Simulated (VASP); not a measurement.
# SiGe4 in VASP: further runs

SiGe4 is run at these levels: PBE; tasks: single point.

All numbers are computed with VASP 6.6.1; they aren't measurements. Logs are shortened: lines on timing, memory, paths and dates and some standing lists are left out, and cuts for length are marked.

**1. The cell of the first run**

The cell holds a slab with vacuum, 5 atoms: a = 4.074 Å, b = 4.074 Å, c = 19.856 Å, α = 90.00°, β = 90.00°, γ = 90.00°.

**2. Single point, PBE**

File INCAR:

```
SYSTEM = SiGe4
ALGO = Normal
DIPOL = 0.5 0.5 0.340
EDIFF = 1E-7
ENCUT = 520
GGA = PE
IDIPOL = 3
ISIF = 2
ISMEAR = 0
LASPH = .True.
LCHARG = .False.
LDIPOL = .True.
LREAL = .False.
LWAVE = .False.
NBANDS = 38
NELM = 80
PREC = Accurate
SIGMA = 0.1
```

File KPOINTS:

```
k-points
0
Gamma
  7 7 1
  0 0 0
```

File POSCAR:

```
SiGe4
1.0
    4.0740542171      0.0000000000      0.0000000000
    0.0000000000      4.0740542171      0.0000000000
    0.0000000000      0.0000000000     19.8557569412
Ge Si
4 1
Direct
    0.0000000000      0.5000000000      0.2014529092
    0.0000000000      0.0000000000      0.2739958843
    0.5000000000      0.0000000000      0.3493666172
    0.5000000000      0.5000000000      0.4208228861
    0.8750000000      1.0000000000      0.4540235159
```

Potentials or basis: VASP PAW PBE potentials, release 64 (Ge_d, Si).

On the command line:

```sh
$ cat potpaw_PBE.64/Ge_d/POTCAR potpaw_PBE.64/Si/POTCAR > POTCAR
$ mpirun -np 1 vasp_std > vasp.out
```

OUTCAR:

```text
SYSTEM = SiGe4
   EDIFF = 1E-7
   ENCUT = 520
   GGA = PE
   ISIF = 2
   ISMEAR = 0
   LASPH = .True.
   LREAL = .False.
   NELM = 80
   PREC = Accurate

 ion  position               nearest neighbor table
   1  0.000  0.500  0.201-   2 2.49   2 2.49
   2  0.000  0.000  0.274-   1 2.49   1 2.49   3 2.53   3 2.53
   3  0.500  0.000  0.349-   4 2.48   4 2.48   2 2.53   2 2.53   5 2.58
   4  0.500  0.500  0.421-   3 2.48   3 2.48   5 2.63   5 2.63
   5  0.875  0.000  0.454-   3 2.58   4 2.63   4 2.63

  LATTYP: Found a simple tetragonal cell.
 ALAT       =     4.0740542171
 C/A-ratio  =     4.8737095490

  Lattice vectors:

 A1 = (   4.0740542171,   0.0000000000,   0.0000000000)
 A2 = (   0.0000000000,   4.0740542171,   0.0000000000)
 A3 = (   0.0000000000,   0.0000000000,  19.8557569412)

Analysis of symmetry for initial positions (statically):
=====================================================================
 Subroutine PRICEL returns:
 Original cell was already a primitive cell.

 Routine SETGRP: Setting up the symmetry group for a
 simple tetragonal supercell.

 Subroutine GETGRP returns: Found  2 space group operations
 (whereof  2 operations were pure point group operations)
 out of a pool of 16 trial point group operations.

The static configuration has the point symmetry C_1h.

Analysis of symmetry for dynamics (positions and initial velocities):
=====================================================================
 Subroutine PRICEL returns:
 Original cell was already a primitive cell.

 Routine SETGRP: Setting up the symmetry group for a
 simple tetragonal supercell.

 Subroutine GETGRP returns: Found  2 space group operations
 (whereof  2 operations were pure point group operations)
 out of a pool of 16 trial point group operations.

The dynamic configuration has the point symmetry C_1h.

 Subroutine INISYM returns: Found  2 space group operations
 (whereof  2 operations are pure point group operations),
 and found     1 'primitive' translations

----------------------------------------------------------------------------------------

                                     Primitive cell

  volume of cell :     329.5642

  direct lattice vectors                    reciprocal lattice vectors
     4.074054217  0.000000000  0.000000000     0.245455742  0.000000000  0.000000000
     0.000000000  4.074054217  0.000000000     0.000000000  0.245455742  0.000000000
     0.000000000  0.000000000 19.855756941     0.000000000  0.000000000  0.050363227

  length of vectors
     4.074054217  4.074054217 19.855756941     0.245455742  0.245455742  0.050363227

  position of ions in fractional coordinates (direct lattice)
     0.000000000  0.500000000  0.201452909
     0.000000000  0.000000000  0.273995884
     0.500000000  0.000000000  0.349366617
     0.500000000  0.500000000  0.420822886
     0.875000000  0.000000000  0.454023516

  ion indices of the primitive-cell ions
   primitive index   ion index
                 1           1
                 2           2
                 3           3
                 4           4
                 5           5

----------------------------------------------------------------------------------------

 KPOINTS: k-points

Automatic generation of k-mesh.
 Grid dimensions read from file:
 generate k-points for:    7    7    1

 Generating k-lattice:

  Cartesian coordinates                     Fractional coordinates (reciprocal lattice)
     0.035065106  0.000000000  0.000000000     0.142857143  0.000000000  0.000000000
     0.000000000  0.035065106  0.000000000     0.000000000  0.142857143  0.000000000
     0.000000000  0.000000000  0.050363227     0.000000000  0.000000000  1.000000000

  Length of vectors
     0.035065106  0.035065106  0.050363227

  Shift w.r.t. Gamma in fractional coordinates (k-lattice)
     0.000000000  0.000000000  0.000000000

 Subroutine IBZKPT returns following result:
 ===========================================

 Found     16 irreducible k-points:

 Following reciprocal coordinates:
            Coordinates               Weight
  0.000000  0.000000  0.000000      1.000000
  0.142857  0.000000  0.000000      2.000000
  0.000000  0.142857  0.000000      2.000000
  0.285714  0.000000  0.000000      2.000000
  0.000000  0.285714  0.000000      2.000000
  0.428571  0.000000  0.000000      2.000000
[... 8 lines left out ...]
 -0.285714  0.428571  0.000000      4.000000
  0.428571  0.428571  0.000000      4.000000
   k-points           NKPTS =     16   k-points in BZ     NKDIM =     16   number of bands    NBANDS=     38
   number of dos      NEDOS =    301   number of ions     NIONS =      5
   total plane-waves  NPLWV = 135000
   dimension x,y,z NGX =    30 NGY =   30 NGZ =  150
   dimension x,y,z NGXF=    60 NGYF=   60 NGZF=  300
   ions per type =               4   1
   NGX,Y,Z   is equivalent  to a cutoff of  12.24, 12.24, 12.56 a.u.
   NGXF,Y,Z  is equivalent  to a cutoff of  24.48, 24.48, 25.12 a.u.
 SYSTEM =  SiGe4
   PREC   = accura    normal or accurate (medium, high low for compatibility)
   ISTART =      0    job   : 0-new  1-cont  2-samecut
   ICHARG =      2    charge: 1-file 2-atom 10-const
   ISPIN  =      1    spin polarized calculation?
   LNONCOLLINEAR =      F non collinear calculations
   LSORBIT =      F    spin-orbit coupling
   LASPH  =      T    aspherical Exc in radial PAW
   ENCUT  =  520.0 eV  38.22 Ry    6.18 a.u.   7.58  7.58 36.92*2*pi/ulx,y,z
   NELM   =     80;   NELMIN=  2; NELMDL= -5     # of ELM steps
   EDIFF  = 0.1E-06   stopping-criterion for ELM
   LREAL  =      F    real-space projection
   EDIFFG = 0.1E-05   stopping-criterion for IOM
   NSW    =      0    number of steps for IOM
   IBRION =     -1    ionic relax: 0-MD 1-quasi-New 2-CG
   NFREE  =      0    steps in history (QN), initial steepest desc. (CG)
   ISIF   =      2    stress and relaxation
   ISYM   =      2    0-nonsym 1-usesym 2-fastsym
   POTIM  = 0.5000    time-step for ionic-motion
   TEBEG  =    0.0;   TEEND  =   0.0 temperature during run
   PSTRESS=    0.0 pullay stress
   NELECT =      60.0000    total number of electrons
   NUPDOWN=      -1.0000    fix difference up-down
   EMIN   =  10.00;   EMAX   =-10.00  energy-range for DOS
   EFERMI =   0.00;   METHOD = LEGACY
   ISMEAR =     0;   SIGMA  =   0.10  broadening in eV -4-tet -1-fermi 0-gaus
   EFERMI_NEDOS =   21; number of points for ismear=-14 and -15
   IALGO  =     38    algorithm
   IMIX   =      4    mixing-type and parameters
     AMIX     =   0.40;   BMIX     =  1.00
     AMIX_MAG =   1.60;   BMIX_MAG =  1.00
  volume/ion in A,a.u.               =      65.91       444.80
  Fermi-wavevector in a.u.,A,eV,Ry     =   0.927852  1.753385 11.713375  0.860909
  Thomas-Fermi vector in A             =   2.053966
   LORBIT       =      0    0 simple, 1 ext, 2 COOP (PROOUT), +10 PAW based schemes
   GGA     = PE    functional components
   LHFCALC =     F    Hartree Fock is set to
   AEXX    =    0.0000 exact exchange contribution
   IVDW    =     0    specifies the selected vdW correction
   LEPSILON=     F    determine dielectric tensor
   LRPA    =     F    only Hartree local field effects (RPA)
 non-spin polarized calculation
 Gauss-broadening in eV      SIGMA  =   0.10
  energy-cutoff  :      520.00
  volume of cell :      329.56
 maximum number of plane-waves:      8917
   NGX = 15   NGY = 15   NGZ = 73

 dipolmoment           0.000000      0.000000      0.012317 electrons x Angstroem

 number of electron      59.9999944 magnetization

 dipolmoment           0.000000      0.000000     -0.020289 electrons x Angstroem

 Free energy of the ion-electron system (eV)
  ---------------------------------------------------
  ext. energy  EPLUGINS =         0.00000000
  ---------------------------------------------------
  free energy    TOTEN  =       -19.75002309 eV

  energy without entropy =      -19.72845733  energy(sigma->0) =      -19.73924021

 E-fermi :  -1.3728     XC(G=0):  -4.1870

 val. band max:       -1.3872808873   @ k =   0.1429   0.1429   0.0000
 cond. band min:      -1.3315658713   @ k =   0.1429   0.0000   0.0000
 fundamental gap:      0.0557150160
 Fermi energy:        -1.3727873418

 k-point     1 :       0.0000    0.0000    0.0000
  band No.  band energies     occupation
      1     -26.1039      2.00000
      2     -26.0804      2.00000
      3     -26.0644      2.00000
      4     -26.0446      2.00000
      5     -26.0177      2.00000
      6     -25.8216      2.00000
[... 30 lines left out ...]
     37       2.7605      0.00000
     38       3.0033      0.00000

 k-point     2 :       0.1429    0.0000    0.0000
  band No.  band energies     occupation
      1     -26.1042      2.00000
      2     -26.0806      2.00000
      3     -26.0640      2.00000
      4     -26.0418      2.00000
      5     -26.0179      2.00000
      6     -25.8212      2.00000
[... 30 lines left out ...]
     37       2.8633      0.00000
     38       3.2174      0.00000

 k-point     3 :       0.0000    0.1429    0.0000
  band No.  band energies     occupation
      1     -26.1067      2.00000
      2     -26.0813      2.00000
      3     -26.0624      2.00000
      4     -26.0428      2.00000
      5     -26.0168      2.00000
      6     -25.8303      2.00000
[... 30 lines left out ...]
     37       2.6923      0.00000
     38       3.1193      0.00000

 k-point     4 :       0.2857    0.0000    0.0000
  band No.  band energies     occupation
      1     -26.1049      2.00000
      2     -26.0782      2.00000
      3     -26.0628      2.00000
      4     -26.0392      2.00000
      5     -26.0184      2.00000
      6     -25.8202      2.00000
[... 30 lines left out ...]
     37       3.0195      0.00000
     38       3.1657      0.00000
[... 375 lines left out ...]
      4     -26.0306      2.00000
      5     -26.0161      2.00000
      6     -25.8328      2.00000
[... 30 lines left out ...]
     37       3.6013      0.00000
     38       3.9541      0.00000

 k-point    15 :      -0.2857    0.4286    0.0000
  band No.  band energies     occupation
      1     -26.1020      2.00000
      2     -26.0878      2.00000
      3     -26.0709      2.00000
      4     -26.0262      2.00000
      5     -26.0143      2.00000
      6     -25.8354      2.00000
[... 30 lines left out ...]
     37       3.6912      0.00000
     38       4.2097      0.00000

 k-point    16 :       0.4286    0.4286    0.0000
  band No.  band energies     occupation
      1     -26.1026      2.00000
      2     -26.0864      2.00000
      3     -26.0677      2.00000
      4     -26.0265      2.00000
      5     -26.0148      2.00000
      6     -25.8341      2.00000
[... 30 lines left out ...]
     37       3.5387      0.00000
     38       4.6251      0.00000

------------------------ aborting loop because EDIFF is reached ----------------------------------------

 vacuum level on the upper side and lower side of the slab       (xc-potential included)        -0.119         0.059

  FORCE on cell =-STRESS in cart. coord.  units (eV):
  Direction    XX          YY          ZZ          XY          YZ          ZX
  --------------------------------------------------------------------------------------
  -------------------------------------------------------------------------------------
  Total       -2.3455881     -0.4026839      2.3196440      0.0000000      0.0000000      0.6774147
  in kB      -11.4030827     -1.9576487     11.2769554      0.0000000      0.0000000      3.2932533
  external PRESSURE =      -0.6945920 kB  Pullay stress =       0.0000000 kB

 VOLUME and BASIS-vectors are now :
 -----------------------------------------------------------------------------
  energy-cutoff  :      520.00
  volume of cell :      329.56
      direct lattice vectors                 reciprocal lattice vectors
     4.074054217  0.000000000  0.000000000     0.245455742  0.000000000  0.000000000
     0.000000000  4.074054217  0.000000000     0.000000000  0.245455742  0.000000000
     0.000000000  0.000000000 19.855756941     0.000000000  0.000000000  0.050363227

 POSITION                                       TOTAL-FORCE (eV/Angst)
 -----------------------------------------------------------------------------------
      0.00000      2.03703      4.00000        -0.153330      0.000000      0.049316
      0.00000      0.00000      5.44040         0.155539      0.000000     -0.362628
      2.03703      0.00000      6.93694        -0.101308      0.000000     -1.065407
      2.03703      2.03703      8.35576        -0.384992      0.000000      1.384740
      3.56480      0.00000      9.01498         0.484091      0.000000     -0.006021
 -----------------------------------------------------------------------------------
    total drift:                               -0.000201      0.000000      0.003292

  FREE ENERGIE OF THE ION-ELECTRON SYSTEM (eV)
  ---------------------------------------------------
  free  energy   TOTEN  =       -19.7500230935 eV

  energy  without entropy=      -19.7284573329  energy(sigma->0) =      -19.73924021

 vacuum level on the upper side and lower side of the slab         3.070         3.275
```

Run time: 3.5 min. Hardware: 1 thread of Intel Xeon 6975P-C (Granite Rapids), shared host; peak memory 0.44 GiB.

Results:

```yaml
Free_energy: -19.7500 eV
Largest_force: 1.437 eV/Å
Band_gap_on_the_k_mesh: zero (bands 30 and 31 overlap by 0.89 eV)
```

Forces in eV/Å, atoms in the order of the input:
```
Ge  -0.153  0.000  0.049
Ge   0.156  0.000 -0.363
Ge  -0.101  0.000 -1.065
Ge  -0.385  0.000  1.385
Si   0.484  0.000 -0.006
```

**3. Single point, PBE**

File INCAR:

```
ALGO = Normal ; DIPOL = 0.5 0.5 0.337
EDIFF = 1E-6 ; ENCUT = 520
GGA = PE ; IDIPOL = 3
ISIF = 2 ; ISMEAR = 0
LASPH = True ; LCHARG = False
LDIPOL = True ; LREAL = False
LWAVE = False ; NBANDS = 38
NELM = 100 ; PREC = Accurate
SIGMA = 0.1
```

File KPOINTS:

```
k-points
0
Gamma
  7 7 1
```

POSCAR, as its differences from that of step 2:

```diff
@@ -12,2 +12,2 @@
     0.5000000000      0.5000000000      0.4208228861
-    0.8750000000      1.0000000000      0.4540235159
+    1.0000000000      0.8750000000      0.4403967803
```

Potentials or basis: VASP PAW PBE potentials, release 64 (Ge_d, Si).

On the command line:

```sh
$ cat potpaw_PBE.64/Ge_d/POTCAR potpaw_PBE.64/Si/POTCAR > POTCAR
$ mpirun -np 1 vasp_std > vasp.out
```

Wall time 3.5 min (1 thread of Intel Xeon 6975P-C (Granite Rapids), shared host); peak memory 0.44 GiB.

Results (log left out):

- Free energy: -20.1667 eV
- Largest force: 0.956 eV/Å
- Band gap on the k mesh: zero (bands 30 and 31 overlap by 0.70 eV)

Forces on the atoms (eV/Å):
```
Ge   0.000  0.071  0.169
Ge   0.000 -0.009 -0.350
Ge   0.000  0.510 -0.755
Ge   0.000 -0.002  0.956
Si   0.000 -0.569 -0.019
```

Levels at points of the mesh, in eV from the Fermi level:
```
           k point  band 26  band 27  band 28  band 29  band 30  band 31  band 32  band 33  band 34  band 35
(0.00, 0.00, 0.00)    -2.94    -2.50    -0.95    -0.52    -0.43     0.58     1.28     2.23     2.24     2.95
```

The gap in the log of VASP goes by the Fermi energy; the results here count the filled bands.